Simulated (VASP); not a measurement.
# Be (P6_3/mmc) in VASP: notebook

The runs below take Be through single point, relaxation of cell and atoms, with LDA.

Everything below comes from runs of VASP 6.6.1. Logs are shortened: lines on timing, memory, paths and dates and some standing lists are left out, and cuts for length are marked.

## Step 1: The cell of the first run

It takes space group P6_3/mmc (No. 194, hexagonal). The conventional cell has a = 2.226 Å, b = 2.226 Å, c = 3.517 Å, α = 90.00°, β = 90.00°, γ = 120.00°. Be (site symmetry -6m2) has 12 Be at 2.18 to 2.23 Å within 2.9 Å.

## Step 2: Single point, LDA

The input, INCAR:

```
  ALGO = Fast
  EDIFF = 1E-6
  ENCUT = 520
  ISIF = 2
  ISMEAR = 0
  LASPH = T
  LCHARG = F
  LREAL = F
  LWAVE = F
  NBANDS = 9
  NELM = 80
  PREC = Accurate
  SIGMA = 0.1
```

The input, KPOINTS:

```
k-points
0
Gamma
  21 21 12
```

The input, POSCAR:

```
Be
1.0
    2.2262148888      0.0000000000      0.0000000000
   -1.1131074444      1.9279586479      0.0000000000
    0.0000000000      0.0000000000      3.5165759783
Be
2
Direct
    0.3333333333      0.6666666667      0.2500000000
    0.6666666667      0.3333333333      0.7500000000
```

Potentials or basis: VASP PAW LDA potentials, release 64 (Be).

Launch:

```
$ cat potpaw_LDA.64/Be/POTCAR > POTCAR
$ mpirun -np 1 vasp_std > vasp.out
```

OUTCAR:

```text
EDIFF = 1E-6
   ENCUT = 520
   ISIF = 2
   ISMEAR = 0
   LASPH = T
   LREAL = F
   NELM = 80
   PREC = Accurate

 ion  position               nearest neighbor table
   1  0.333  0.667  0.250-   2 2.18   2 2.18   2 2.18   2 2.18   2 2.18   2 2.18
   2  0.667  0.333  0.750-   1 2.18   1 2.18   1 2.18   1 2.18   1 2.18   1 2.18

  LATTYP: Found a hexagonal cell.
 ALAT       =     2.2262148888
 C/A-ratio  =     1.5796210851

  Lattice vectors:

 A1 = (   2.2262148888,   0.0000000000,   0.0000000000)
 A2 = (  -1.1131074444,   1.9279586479,   0.0000000000)
 A3 = (   0.0000000000,   0.0000000000,   3.5165759783)

Analysis of symmetry for initial positions (statically):
=====================================================================
 Subroutine PRICEL returns:
 Original cell was already a primitive cell.

 Routine SETGRP: Setting up the symmetry group for a
 hexagonal supercell.

 Subroutine GETGRP returns: Found 24 space group operations
 (whereof 12 operations were pure point group operations)
 out of a pool of 24 trial point group operations.

The static configuration has the point symmetry D_3d.
 The point group associated with its full space group is D_6h.

Analysis of symmetry for dynamics (positions and initial velocities):
=====================================================================
 Subroutine PRICEL returns:
 Original cell was already a primitive cell.

 Routine SETGRP: Setting up the symmetry group for a
 hexagonal supercell.

 Subroutine GETGRP returns: Found 24 space group operations
 (whereof 12 operations were pure point group operations)
 out of a pool of 24 trial point group operations.

The dynamic configuration has the point symmetry D_3d.
 The point group associated with its full space group is D_6h.

 Subroutine INISYM returns: Found 24 space group operations
 (whereof 12 operations are pure point group operations),
 and found     1 'primitive' translations

----------------------------------------------------------------------------------------

                                     Primitive cell

  volume of cell :      15.0933

  direct lattice vectors                    reciprocal lattice vectors
     2.226214889  0.000000000  0.000000000     0.449192935  0.259341662  0.000000000
    -1.113107444  1.927958648  0.000000000     0.000000000  0.518683324  0.000000000
     0.000000000  0.000000000  3.516575978     0.000000000  0.000000000  0.284367523

  length of vectors
     2.226214889  2.226214889  3.516575978     0.518683324  0.518683324  0.284367523

  position of ions in fractional coordinates (direct lattice)
     0.333333333  0.666666667  0.250000000
     0.666666667  0.333333333  0.750000000

  ion indices of the primitive-cell ions
   primitive index   ion index
                 1           1
                 2           2

----------------------------------------------------------------------------------------

 KPOINTS: k-points

Automatic generation of k-mesh.
 Grid dimensions read from file:
 generate k-points for:   21   21   12

 Generating k-lattice:

  Cartesian coordinates                     Fractional coordinates (reciprocal lattice)
     0.021390140  0.012349603  0.000000000     0.047619048  0.000000000  0.000000000
     0.000000000  0.024699206  0.000000000     0.000000000  0.047619048  0.000000000
     0.000000000  0.000000000  0.023697294     0.000000000  0.000000000  0.083333333

  Length of vectors
     0.024699206  0.024699206  0.023697294

  Shift w.r.t. Gamma in fractional coordinates (k-lattice)
     0.000000000  0.000000000  0.000000000

 Subroutine IBZKPT returns following result:
 ===========================================

 Found    336 irreducible k-points:

 Following reciprocal coordinates:
            Coordinates               Weight
  0.000000  0.000000  0.000000      1.000000
  0.047619  0.000000  0.000000      6.000000
  0.095238  0.000000  0.000000      6.000000
  0.142857  0.000000  0.000000      6.000000
  0.190476  0.000000  0.000000      6.000000
  0.238095  0.000000  0.000000      6.000000
[... 16 lines left out ...]
  0.142857  0.095238  0.000000     12.000000
  0.190476  0.095238  0.000000     12.000000
 [... further k-points ...]
   k-points           NKPTS =    336   k-points in BZ     NKDIM =    336   number of bands    NBANDS=      9
   number of dos      NEDOS =    301   number of ions     NIONS =      2
   total plane-waves  NPLWV =   9072
   dimension x,y,z NGX =    18 NGY =   18 NGZ =   28
   dimension x,y,z NGXF=    36 NGYF=   36 NGZF=   56
   ions per type =               2
   NGX,Y,Z   is equivalent  to a cutoff of  13.44, 13.44, 13.24 a.u.
   NGXF,Y,Z  is equivalent  to a cutoff of  26.88, 26.88, 26.47 a.u.
 SYSTEM =  unknown system
   PREC   = accura    normal or accurate (medium, high low for compatibility)
   ISTART =      0    job   : 0-new  1-cont  2-samecut
   ICHARG =      2    charge: 1-file 2-atom 10-const
   ISPIN  =      1    spin polarized calculation?
   LNONCOLLINEAR =      F non collinear calculations
   LSORBIT =      F    spin-orbit coupling
   LASPH  =      T    aspherical Exc in radial PAW
   ENCUT  =  520.0 eV  38.22 Ry    6.18 a.u.   4.14  4.14  6.54*2*pi/ulx,y,z
   NELM   =     80;   NELMIN=  2; NELMDL= -5     # of ELM steps
   EDIFF  = 0.1E-05   stopping-criterion for ELM
   LREAL  =      F    real-space projection
   EDIFFG = 0.1E-04   stopping-criterion for IOM
   NSW    =      0    number of steps for IOM
   IBRION =     -1    ionic relax: 0-MD 1-quasi-New 2-CG
   NFREE  =      0    steps in history (QN), initial steepest desc. (CG)
   ISIF   =      2    stress and relaxation
   ISYM   =      2    0-nonsym 1-usesym 2-fastsym
   POTIM  = 0.5000    time-step for ionic-motion
   TEBEG  =    0.0;   TEEND  =   0.0 temperature during run
   PSTRESS=    0.0 pullay stress
   NELECT =       4.0000    total number of electrons
   NUPDOWN=      -1.0000    fix difference up-down
   EMIN   =  10.00;   EMAX   =-10.00  energy-range for DOS
   EFERMI =   0.00;   METHOD = LEGACY
   ISMEAR =     0;   SIGMA  =   0.10  broadening in eV -4-tet -1-fermi 0-gaus
   EFERMI_NEDOS =   21; number of points for ismear=-14 and -15
   IALGO  =     68    algorithm
   IMIX   =      4    mixing-type and parameters
     AMIX     =   0.40;   BMIX     =  1.00
     AMIX_MAG =   1.60;   BMIX_MAG =  1.00
  volume/ion in A,a.u.               =       7.55        50.93
  Fermi-wavevector in a.u.,A,eV,Ry     =   1.051558  1.987156 15.044971  1.105774
  Thomas-Fermi vector in A             =   2.186606
   LORBIT       =      0    0 simple, 1 ext, 2 COOP (PROOUT), +10 PAW based schemes
   GGA     = CA    functional components
   LHFCALC =     F    Hartree Fock is set to
   AEXX    =    0.0000 exact exchange contribution
   IVDW    =     0    specifies the selected vdW correction
   LEPSILON=     F    determine dielectric tensor
   LRPA    =     F    only Hartree local field effects (RPA)
 non-spin polarized calculation
 RMM-DIIS sequential band-by-band and
 Gauss-broadening in eV      SIGMA  =   0.10
  energy-cutoff  :      520.00
  volume of cell :       15.09
 maximum number of plane-waves:       424
 NGX is ok and might be reduce to    18
   NGX =  9   NGY =  9   NGZ = 13

 number of electron       4.0000000 magnetization

 Free energy of the ion-electron system (eV)
  ---------------------------------------------------
  ext. energy  EPLUGINS =         0.00000000
  ---------------------------------------------------
  free energy    TOTEN  =        -8.41649160 eV

  energy without entropy =       -8.41510059  energy(sigma->0) =       -8.41579610

 E-fermi :   7.1902     XC(G=0): -10.7754

 val. band max:        7.1773935004   @ k =   0.3333   0.0476   0.0000
 cond. band min:       7.2269605396   @ k =   0.3333   0.2857   0.0833
 fundamental gap:      0.0495670392
 Fermi energy:         7.1901807548

 k-point     1 :       0.0000    0.0000    0.0000
  band No.  band energies     occupation
      1      -4.3000      2.00000
      2       2.5139      2.00000
      3       8.4896      0.00000
      4      23.5392      0.00000
      5      23.5392      0.00000
      6      26.4494      0.00000
      7      26.4494      0.00000
      8      28.4297      0.00000
      9      35.2089      0.00000

 k-point     2 :       0.0476    0.0000    0.0000
  band No.  band energies     occupation
      1      -4.2348      2.00000
      2       2.6021      2.00000
      3       8.5036      0.00000
      4      22.9972      0.00000
      5      23.1088      0.00000
      6      26.4618      0.00000
      7      26.6769      0.00000
      8      28.3130      0.00000
      9      33.9371      0.00000

 k-point     3 :       0.0952    0.0000    0.0000
  band No.  band energies     occupation
      1      -4.0390      2.00000
      2       2.8666      2.00000
      3       8.5423      0.00000
      4      21.6051      0.00000
      5      22.1816      0.00000
      6      26.4512      0.00000
      7      26.9698      0.00000
      8      27.9174      0.00000
      9      32.0871      0.00000

 k-point     4 :       0.1429    0.0000    0.0000
  band No.  band energies     occupation
      1      -3.7124      2.00000
      2       3.3066      2.00000
      3       8.5940      0.00000
      4      19.7817      0.00000
      5      21.1389      0.00000
      6      26.3161      0.00000
      7      26.9641      0.00000
      8      27.1169      0.00000
      9      30.1614      0.00000
[... 205 lines left out ...]
 k-point    22 :       0.0952    0.0952    0.0000
  band No.  band energies     occupation
      1      -3.5160      2.00000
      2       3.5703      2.00000
      3       8.6270      0.00000
      4      19.2691      0.00000
      5      20.0064      0.00000
      6      26.2872      0.00000
      7      26.6159      0.00000
      8      26.6762      0.00000
      9      30.9696      0.00000

 k-point    23 :       0.1429    0.0952    0.0000
  band No.  band energies     occupation
      1      -3.0574      2.00000
      2       4.1840      2.00000
      3       8.6695      0.00000
      4      17.4830      0.00000
      5      18.9615      0.00000
      6      25.4625      0.00000
      7      25.7374      0.00000
      8      26.0723      0.00000
      9      30.3070      0.00000

 k-point    24 :       0.1905    0.0952    0.0000
  band No.  band energies     occupation
      1      -2.4673      2.00000
      2       4.9697      2.00000
      3       8.6466      0.00000
      4      15.6912      0.00000
      5      18.0383      0.00000
      6      23.8226      0.00000
      7      24.6498      0.00000
      8      25.5837      0.00000
      9      29.7008      0.00000

 [... further k-points ...]
[... 5 lines left out ...]
  --------------------------------------------------------------------------------------
  -------------------------------------------------------------------------------------
  Total        0.0430338      0.0430338      0.0406786      0.0000000     -0.0000000      0.0000000
  in kB        4.5680973      4.5680973      4.3180872      0.0000000     -0.0000000      0.0000000
  external PRESSURE =       4.4847606 kB  Pullay stress =       0.0000000 kB

 VOLUME and BASIS-vectors are now :
 -----------------------------------------------------------------------------
  energy-cutoff  :      520.00
  volume of cell :       15.09
      direct lattice vectors                 reciprocal lattice vectors
     2.226214889  0.000000000  0.000000000     0.449192935  0.259341662  0.000000000
    -1.113107444  1.927958648  0.000000000     0.000000000  0.518683324  0.000000000
     0.000000000  0.000000000  3.516575978     0.000000000  0.000000000  0.284367523

 POSITION                                       TOTAL-FORCE (eV/Angst)
 -----------------------------------------------------------------------------------
     -0.00000      1.28531      0.87914         0.000000      0.000000      0.000000
      1.11311      0.64265      2.63743        -0.000000     -0.000000      0.000000
 -----------------------------------------------------------------------------------
    total drift:                                0.000000     -0.000000      0.000000

  FREE ENERGIE OF THE ION-ELECTRON SYSTEM (eV)
  ---------------------------------------------------
  free  energy   TOTEN  =        -8.4164916040 eV

  energy  without entropy=       -8.4151005913  energy(sigma->0) =       -8.41579610
```

It took 12 s on 1 thread of Intel Xeon 6975P-C (Granite Rapids), shared host; peak memory 0.14 GiB.

Results:

```yaml
Free_energy: -8.4165 eV
Pressure: 0.4 GPa
Band_gap_on_the_k_mesh: zero (band 2 reaches 8.13 eV, above the bottom of band 3 at 6.02 eV)
```

Levels at points of the mesh, in eV from the Fermi level:
```
           k point  band 1  band 2  band 3  band 4  band 5
(0.00, 0.00, 0.00)  -11.49   -4.68    1.30   16.35   16.35
(0.00, 0.00, 0.50)   -9.34   -9.34   10.92   10.92   18.02
```

(Part 1 of 2 ends here.)
